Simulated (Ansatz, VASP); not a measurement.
CdS in VASP and in Ansatz

INCAR

```
PREC     = Accurate       # precision mode
ENCUT    = 540            # plane-wave cutoff, eV
EDIFF    = 1E-6           # SCF threshold, eV
ISMEAR   = 0              # smearing method
SIGMA    = 0.03           # smearing width, eV
LREAL    = False          # projectors in reciprocal space
LASPH    = True           # aspherical terms in the spheres
NELM     = 120            # most SCF steps
ALGO     = Normal         # electronic algorithm
ISIF     = 2              # what is computed and relaxed
LWAVE    = False          # write WAVECAR
LCHARG   = False          # write CHGCAR
GGA      = PE             # functional
NBANDS   = 20             # bands
GGA_COMPAT= False
```

KPOINTS

```
regular mesh
0
Gamma
  12 12 12
```

POSCAR

```
CdS
1.0
    0.0000000000      2.6671481498      2.9338629648
    2.6671481498      0.0000000000      2.9338629648
    2.6671481498      2.6671481498      0.0000000000
Cd S
1 1
Direct
    0.0000000000      0.0000000000      0.0000000000
    0.5000000000      0.5000000000      0.5000000000
```

Input for Ansatz:

```yaml
crystal:
  lattice:
    - [0.0, 2.6671481498, 2.9338629648]
    - [2.6671481498, 0.0, 2.9338629648]
    - [2.6671481498, 2.6671481498, 0.0]
  atoms:
    - { symbol: Cd, position: [0.0, 0.0, 0.0] }
    - { symbol: S, position: [0.5, 0.5, 0.5] }
basis:
  ecutwfc: 420
kpoints:
  mp_grid: { grid: [12, 12, 12] }
hamiltonian:
  xc: pbe
scf:
  occupations: { method: gaussian, width: 0.03 }
output:
  forces: true
  stress: true
  eigenvalues: true
```

Alike in both runs: task single point; functional PBE; k mesh 12 × 12 × 12; occupations gaussian, width 0.03 eV; no spin polarisation.

|  | VASP | Ansatz |
| --- | --- | --- |
| version | VASP 6.6.1 | Ansatz 0.2.0 |
| potentials or method | VASP PAW PBE potentials, release 64 (Cd_sv_GW, S), cutoff 540 eV | scalar-relativistic, plane waves, PAW |
| valence electrons in the cell | 26 | 26 |

```tsv
	VASP	Ansatz	Ansatz less VASP
gap on the k mesh at the Fermi level (eV)	none	none	-
pressure (GPa)	-0.4	0.8	+1.21
traceless stress, the component that is largest in VASP (GPa)	-3.93	-3.94	-0.012
```

A gap of «none» marks a metal or a gap that the smearing closes. The functional is the same, so the differences come from potentials, cutoffs and numerics.
